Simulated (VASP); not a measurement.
# Au in VASP: notebook, part 2 of 2

VASP 6.6.1.

## Step 5: Single point, LDA (strain +0.000 along x and y, +0.030 along z)

File INCAR:

```
SYSTEM = Au
PREC     = Accurate       ! precision mode
ENCUT    = 520            ! plane-wave cutoff, eV
EDIFF    = 1E-6           ! SCF threshold, eV
ISMEAR   = 0              ! smearing method
SIGMA    = 0.15           ! smearing width, eV
LREAL    = .FALSE.        ! projectors in reciprocal space
LASPH    = .TRUE.         ! aspherical terms in the spheres
NELM     = 100            ! most SCF steps
ALGO     = Normal         ! electronic algorithm
ISIF     = 2              ! what is computed and relaxed
LWAVE    = .FALSE.        ! write WAVECAR
LCHARG   = .TRUE.         ! write CHGCAR
LELF     = .TRUE.         ! ELF
LVHAR    = .TRUE.       
NBANDS   = 12             ! bands
```

File KPOINTS:

```
Automatic mesh
0
G
  20 20 20
  0 0 0
```

File POSCAR:

```
Au
1.0
    0.0000000000      2.0455000000      2.1068650000
    2.0455000000      0.0000000000      2.1068650000
    2.0455000000      2.0455000000      0.0000000000
Au
1
Direct
    0.0000000000      0.0000000000      0.0000000000
```

Potentials or basis: VASP PAW LDA potentials, release 64 (Au).

Command:

```console
cat potpaw_LDA.64/Au/POTCAR > POTCAR
mpirun -np 1 vasp_std > vasp.out
```

OUTCAR:

```text
SYSTEM = Au
   PREC = Accurate
   ENCUT = 520
   EDIFF = 1E-6
   ISMEAR = 0
   LREAL = .FALSE.
   LASPH = .TRUE.
   NELM = 100
   ISIF = 2

 ion  position               nearest neighbor table
   1  0.000  0.000  0.000-

  LATTYP: Found a body centered tetragonal cell.
 ALAT       =     2.8927738418
 C/A-ratio  =     1.4566399692

  Lattice vectors:

 A1 = (  -2.0455000000,   0.0000000000,   2.1068650000)
 A2 = (   2.0455000000,   0.0000000000,   2.1068650000)
 A3 = (   0.0000000000,   2.0455000000,  -2.1068650000)

Analysis of symmetry for initial positions (statically):
=====================================================================
 Subroutine PRICEL returns:
 Original cell was already a primitive cell.

 Routine SETGRP: Setting up the symmetry group for a
 body centered tetragonal supercell.

 Subroutine GETGRP returns: Found 16 space group operations
 (whereof 16 operations were pure point group operations)
 out of a pool of 16 trial point group operations.

The static configuration has the point symmetry D_4h.

Analysis of symmetry for dynamics (positions and initial velocities):
[... 170 lines left out ...]
      4       4.2791      2.00000
      5       5.4954      2.00000
      6       5.7761      2.00000
      7      23.2638      0.00000
      8      26.7121      0.00000
      9      27.1554      0.00000
     10      27.1554      0.00000
     11      31.9440      0.00000
     12      35.9545      0.00000
[... 331 lines left out ...]
 k-point    24 :      -0.3500    0.0500    0.0000
  band No.  band energies     occupation
      1       1.6801      2.00000
      2       4.1451      2.00000
      3       4.4342      2.00000
      4       5.2848      2.00000
      5       6.2348      2.00000
      6       6.8205      2.00000
      7      15.0821      0.00000
      8      23.1562      0.00000
      9      25.4628      0.00000
     10      27.3691      0.00000
     11      31.5139      0.00000
     12      32.7307      0.00000

 [... further k-points ...]

------------------------ aborting loop because EDIFF is reached ----------------------------------------

  FORCE on cell =-STRESS in cart. coord.  units (eV):
  Direction    XX          YY          ZZ          XY          YZ          ZX
  --------------------------------------------------------------------------------------
  -------------------------------------------------------------------------------------
  Total       -1.0184592     -1.0184592     -1.1072543      0.0000000      0.0000000      0.0000000
  in kB      -92.5525822    -92.5525822   -100.6218510      0.0000000      0.0000000      0.0000000
  external PRESSURE =     -95.2423385 kB  Pullay stress =       0.0000000 kB

 VOLUME and BASIS-vectors are now :
 -----------------------------------------------------------------------------
  energy-cutoff  :      520.00
  volume of cell :       17.63
      direct lattice vectors                 reciprocal lattice vectors
     0.000000000  2.045500000  2.106865000    -0.244439012  0.244439012  0.237319430
     2.045500000  0.000000000  2.106865000     0.244439012 -0.244439012  0.237319430
     2.045500000  2.045500000  0.000000000     0.244439012  0.244439012 -0.237319430

 POSITION                                       TOTAL-FORCE (eV/Angst)
 -----------------------------------------------------------------------------------
      0.00000      0.00000      0.00000         0.000000      0.000000      0.000000
 -----------------------------------------------------------------------------------
    total drift:                               -0.000000      0.000000      0.000000

  FREE ENERGIE OF THE ION-ELECTRON SYSTEM (eV)
  ---------------------------------------------------
  free  energy   TOTEN  =        -4.4149348834 eV

  energy  without entropy=       -4.4118944890  energy(sigma->0) =       -4.41341469
```

OSZICAR:

```text
N       E                     dE             d eps       ncg     rms          rms(c)
DAV:   1     0.482289896035E+02    0.48229E+02   -0.55233E+03 15972   0.810E+02
DAV:   2    -0.406210352447E+01   -0.52291E+02   -0.49293E+02 17984   0.185E+02
DAV:   3    -0.474172944679E+01   -0.67963E+00   -0.67904E+00 18572   0.206E+01
DAV:   4    -0.474401076311E+01   -0.22813E-02   -0.22812E-02 18380   0.137E+00
DAV:   5    -0.474402763063E+01   -0.16868E-04   -0.16867E-04 18872   0.113E-01    0.865E+00
DAV:   6    -0.443716588632E+01    0.30686E+00   -0.89096E-01 16496   0.740E+00    0.547E+00
DAV:   7    -0.441813285244E+01    0.19033E-01   -0.52227E-02 18280   0.177E+00    0.277E+00
DAV:   8    -0.441493783607E+01    0.31950E-02   -0.12981E-03 17524   0.364E-01    0.248E-01
DAV:   9    -0.441493457301E+01    0.32631E-05   -0.70707E-06 18320   0.240E-02    0.148E-02
DAV:  10    -0.441493488338E+01   -0.31036E-06   -0.93408E-07 15624   0.718E-03
   1 F= -.44149349E+01 E0= -.44134147E+01  d E =-.304039E-02
```

Run time: 1.8 min. Hardware: 1 thread of Intel Xeon 8259CL, shared host; peak memory 0.25 GiB.

Results:

```
Free energy            : -4.4149 eV
Pressure               : -9.5 GPa
Band gap on the k mesh : zero (an odd number of electrons rules out a gap without spin polarisation)
```

Caveat: the cell differs from its parent crystal (strain +0.000 along x and y, +0.030 along z); the cell stands under tension; spin-orbit coupling is left out, which moves the levels of the heavy elements.

## Step 6: Single point, LDA (strain +0.030 along x and y, +0.000 along z)

File INCAR:

```
SYSTEM = Au
PREC = Accurate
ENCUT = 520
EDIFF = 1E-7
ISMEAR = 0
SIGMA = 0.15
LREAL = .FALSE.
LASPH = .TRUE.
NELM = 100
ALGO = Normal
ISIF = 2
LWAVE = .FALSE.
LCHARG = .FALSE.
NBANDS = 12
```

File KPOINTS:

```
regular mesh
0
G
  20 20 20
  0 0 0
```

File POSCAR:

```
Au
1.0
    0.0000000000      2.1068650000      2.0455000000
    2.1068650000      0.0000000000      2.0455000000
    2.1068650000      2.1068650000      0.0000000000
Au
1
Direct
    0.0000000000      0.0000000000      0.0000000000
```

Potentials or basis: VASP PAW LDA potentials, release 64 (Au).

Command:

```console
cat potpaw_LDA.64/Au/POTCAR > POTCAR
mpirun -np 1 vasp_std > vasp.out
```

It took 2.4 min on 1 thread of Intel Xeon 8259CL, shared host; peak memory 0.25 GiB.

It converged, with:

```
Free energy            : -4.3777 eV
Pressure               : -13.2 GPa
Band gap on the k mesh : zero (an odd number of electrons rules out a gap without spin polarisation)
```

Stress tensor (GPa, compression positive):
```
-13.39   0.00   0.00
  0.00 -13.39   0.00
  0.00   0.00 -12.79
```

Levels at points of the mesh, in eV from the Fermi level:
```
           k point  band 3  band 4  band 5  band 6  band 7  band 8  band 9  band 10
(0.00, 0.00, 0.00)   -4.42   -4.18   -3.10   -2.84   14.61   18.04   18.04    18.46
(0.50, 0.00, 0.00)   -4.25   -1.95   -1.83   -0.68    2.76   13.99   16.25    16.95
(0.50, 0.50, 0.00)   -1.93   -1.59   -1.59    1.50    5.71    9.44    9.44    16.31
(0.50, 0.00, 0.50)   -1.93   -1.70   -1.52    1.02    5.07    9.93    9.96    16.77
```

Caveat: the cell differs from its parent crystal (strain +0.030 along x and y, +0.000 along z); the cell stands under tension; spin-orbit coupling is left out, which moves the levels of the heavy elements.

## Step 7: Overview

| cell | gap on the mesh (eV) | pressure (GPa) |
| --- | --- | --- |
| a = 2.806 Å, angles 60.0°, 1 atom | none | 14.3 |
| a = 2.850, b = 2.850, c = 2.806 Å, angles 60.5, 60.5, 59.0°, 1 atom | none | 6.7 |
| a = 2.894, b = 2.894, c = 2.806 Å, angles 61.0, 61.0, 58.0°, 1 atom | none | 0.6 |
| a = 2.936, b = 2.936, c = 2.893 Å, angles 60.5, 60.5, 59.0°, 1 atom | none | -9.5 |
| a = 2.936, b = 2.936, c = 2.980 Å, angles 59.5, 59.5, 61.0°, 1 atom | none | -13.2 |

Alike in all rows: task single point; level LDA; potentials or basis VASP PAW LDA potentials, release 64 (Au); no spin polarisation; k mesh 20 × 20 × 20; cutoff (eV) 520; smearing gaussian 0.15 eV.

Caveats: spin-orbit coupling is left out, which moves the levels of the heavy elements; the cell stands under pressure (at least some runs); the cell stands under tension (at least some runs).

Total energies depend on the potentials used, so only differences within one code and one set of settings carry meaning.
